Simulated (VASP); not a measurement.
LiCl, 2 atoms in the cell. It takes space group Fm-3m (No. 225, cubic). Conventional cell: a = 5.140 Å, b = 5.140 Å, c = 5.140 Å, α = 90.00°, β = 90.00°, γ = 90.00°. Li (site symmetry m-3m) has 6 Cl at 2.57 Å within 3.4 Å. Within 3.4 Å of Cl (site symmetry m-3m) lie 6 Li at 2.57 Å. 

- Program: VASP 6.6.1
- Task: single point
- Functional: PBE
- Potentials or basis: VASP PAW PBE potentials, release 64 (Li_sv, Cl)
- Cutoff: 750 eV
- k mesh: 4 × 4 × 4
- Occupations: gaussian, width 0.01 eV
- Spin: no spin polarisation
- Dipole correction: no
- Further INCAR settings: ALGO = Normal; EDIFF = 1e-06; NBANDS = 12

Potentials or basis: VASP PAW PBE potentials, release 64 (Li_sv, Cl).

Launch:

```console
$ cat potpaw_PBE.64/Li_sv/POTCAR potpaw_PBE.64/Cl/POTCAR > POTCAR
$ mpirun -np 1 vasp_std > vasp.out
```

Hardware: 1 thread of Intel(R) Xeon(R) Platinum 8488C (Sapphire Rapids) (shared host).

Task: Estimate the wall time of this run.

Result: Wall time 7.2 s on 1 thread of Intel(R) Xeon(R) Platinum 8488C (Sapphire Rapids), on a shared host, peak memory 0.16 GiB. Counts: scf iterations 12, k points 8.
